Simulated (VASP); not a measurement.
A run of VASP 6.6.1 is set up as follows.

File INCAR:

```
SYSTEM = NaF
PREC = Accurate
ENCUT = 520
EDIFF = 1E-7
ISMEAR = 0
SIGMA = 0.01
LREAL = .FALSE.
LASPH = .TRUE.
NELM = 80
ALGO = Normal
ISIF = 2
LWAVE = .FALSE.
LCHARG = .FALSE.
GGA = CA
NBANDS = 22
```

The input KPOINTS:

```
regular mesh
0
G
  6 6 4
  0 0 0
```

POSCAR

```
NaF
1.0
    3.8680668438      0.0000000000      0.0000000000
   -1.9340334219      3.3498441503      0.0000000000
    0.0000000000      0.0000000000      4.5514116899
Na F
2 2
Direct
    0.3333333333      0.6666666667      0.2500000000
    0.6666666667      0.3333333333      0.7500000000
    0.6666666667      0.3333333333      0.2500000000
    0.3333333333      0.6666666667      0.7500000000
```

Potentials or basis: VASP PAW LDA potentials, release 64 (Na_pv, F).

The run is started by

```console
$ cat potpaw_LDA.64/Na_pv/POTCAR potpaw_LDA.64/F/POTCAR > POTCAR
$ mpirun -np 1 vasp_std > vasp.out
```

Task: Estimate the pressure.

Result: -2.6 GPa.

Task: Predict the band gap on the k mesh.

Result: 5.37 eV, direct.

Stress tensor (GPa, compression positive):
```
-2.40  0.00  0.00
 0.00 -2.40  0.00
 0.00  0.00 -2.85
```

LDA gaps usually lie below the measured ones, often by a third to a half.
